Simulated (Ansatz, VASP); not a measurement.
InSb: VASP beside Ansatz

Contents of INCAR:

```
PREC     = Accurate       # precision mode
ENCUT    = 500            # plane-wave cutoff, eV
EDIFF    = 1E-6           # SCF threshold, eV
ISMEAR   = 0              # smearing method
SIGMA    = 0.15           # smearing width, eV
LREAL    = F              # projectors in reciprocal space
LASPH    = T              # aspherical terms in the spheres
NELM     = 120            # most SCF steps
ALGO     = Normal         # electronic algorithm
ISIF     = 2              # what is computed and relaxed
LWAVE    = F              # write WAVECAR
LCHARG   = F              # write CHGCAR
GGA      = PS             # functional
NBANDS   = 16             # bands
GGA_COMPAT= F
```

Contents of KPOINTS:

```
regular mesh
0
Gamma
  16 16 8
```

Contents of POSCAR:

```
InSb
1.0
    3.0438594962      0.0000000000      0.0000000000
    0.0000000000      3.0438594962      0.0000000000
    0.0000000000      0.0000000000      5.5803076143
In Sb
1 1
Direct
    0.0000000000      0.0000000000      0.0000000000
    0.0000000000      0.0000000000      0.5000000000
```

Input for Ansatz:

```yaml
crystal:
  lattice:
    - [3.0438594962, 0.0, 0.0]
    - [0.0, 3.0438594962, 0.0]
    - [0.0, 0.0, 5.5803076143]
  atoms:
    - { symbol: In, position: [0.0, 0.0, 0.0] }
    - { symbol: Sb, position: [0.0, 0.0, 0.5] }
basis:
  ecutwfc: 420
kpoints:
  mp_grid: { grid: [16, 16, 8] }
hamiltonian:
  xc: pbesol
  pseudopotentials: { kind: paw, azcp: { folder: soft_1 } }
scf:
  occupations: { method: gaussian, width: 0.15 }
output:
  forces: true
  stress: true
  eigenvalues: true
```

Alike in both runs: task single point; functional PBEsol; k mesh 16 × 16 × 8; occupations gaussian, width 0.15 eV; no spin polarisation.

|  | VASP | Ansatz |
| --- | --- | --- |
| version | VASP 6.6.1 | Ansatz 0.2.0 |
| potentials or method | VASP PAW PBE potentials, release 64 (In_d, Sb), cutoff 500 eV | scalar-relativistic, plane waves, PAW |
| valence electrons in the cell | 18 | 28 |

|  | VASP | Ansatz | Ansatz less VASP |
| --- | --- | --- | --- |
| gap on the k mesh at the Fermi level (eV) | none | none | - |
| pressure (GPa) | 6.1 | 6.1 | -0.01 |
| traceless stress, the component that is largest in VASP (GPa) | 9.95 | 9.98 | +0.022 |

VASP's potentials were made for PBE, not for PBEsol, and Ansatz warns of the same on its side. A gap of «none» marks a metal or a gap that the smearing closes. The functional is the same, so the differences come from potentials, cutoffs and numerics. VASP's potentials hold 18 valence electrons a cell and Ansatz's 28, so a difference there can come from the potentials and not from the codes.

Spin-orbit coupling is off throughout.
